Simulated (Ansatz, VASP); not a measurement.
# One calculation of Ti4HBr, two programs

```
CELL_PARAMETERS angstrom
0.00000 3.62124 3.62124
3.62124 0.00000 3.62124
3.62124 3.62124 0.00000
ATOMIC_POSITIONS crystal
Ti 0.87421 0.37736 0.87421
Ti 0.87421 0.87421 0.37736
Ti 0.87421 0.87421 0.87421
Ti 0.37736 0.87421 0.87421
H 0.25000 0.25000 0.25000
Br 0.50000 0.50000 0.50000
```

Change from the starting cell: species swapped into the TmNi4Au type (F-43m, No. 216).

Alike in both runs: task single point; functional PBE; k mesh 4 × 4 × 4; occupations gaussian, width 0.1 eV; collinear spin.

|  | VASP | Ansatz |
| --- | --- | --- |
| version | VASP 6.6.1 | Ansatz 0.2.0 |
| potentials or method | VASP PAW PBE potentials, release 64 (Ti_sv, H, Br), cutoff 520 eV | scalar-relativistic, plane waves, PAW |
| valence electrons in the cell | 56 | 56 |

VASP gave:

```
gap on the k mesh at the Fermi level (eV)                     : none
pressure (GPa)                                                : 8.7
rms of the force components (eV/Å)                            : 0.323
net moment per atom (μB)                                      : 0.08
size of the moment on the site where the two differ most (μB) : 0.09
```

Task: Estimate Ansatz's values.

Result: gap on the k mesh at the Fermi level (eV): none; pressure (GPa): 8.7; rms of the force components (eV/Å): 0.323; net moment per atom (μB): 0.10; size of the moment on the site where the two differ most (μB): 0.10.

Site moments also hang on the region over which each program counts them. Atom by atom the forces differ by 0.000 eV/Å (rms over components). A gap of «none» marks a metal or a gap that the smearing closes. The functional is the same, so the differences come from potentials, cutoffs and numerics.

The k mesh is coarse, so the values compare programs but aren't converged.
